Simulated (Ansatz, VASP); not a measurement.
One calculation of Bi, two programs

```
Bi
1.0
     0.00000    2.68510    2.68510
     2.68510    0.00000    2.68510
     2.68510    2.68510    0.00000
Bi
2
Direct
  0.87500 0.87500 0.87500
  0.12500 0.12500 0.12500
```

Change from the starting cell: volume scaled by 0.4, PAW files.

Alike in both runs: task single point; functional PBE; k mesh 11 × 11 × 11; occupations fermi-dirac, width 0.05 eV; no spin polarisation.

|  | VASP | Ansatz |
| --- | --- | --- |
| version | VASP 6.6.1 | Ansatz 0.2.0 |
| potentials or method | VASP PAW PBE potentials, release 64 (Bi_d) | PAW with Ansatz's default frozen-core files, scalar-relativistic |
| plane-wave cutoff (eV) | 520 | 420 |
| valence electrons in the cell | 30 | 30 |

Ansatz gave:

* pressure (GPa): 197.0

What did VASP give for the same quantities?

Pressure (GPa): 196.9.

Both programs put the cell under a high pressure, so it lies far from rest at this level. With one functional, cell and mesh, what is left measures potentials, basis and numerics.

Neither program's run includes spin-orbit coupling. Noted on VASP's run: the cell as given lies far from equilibrium.
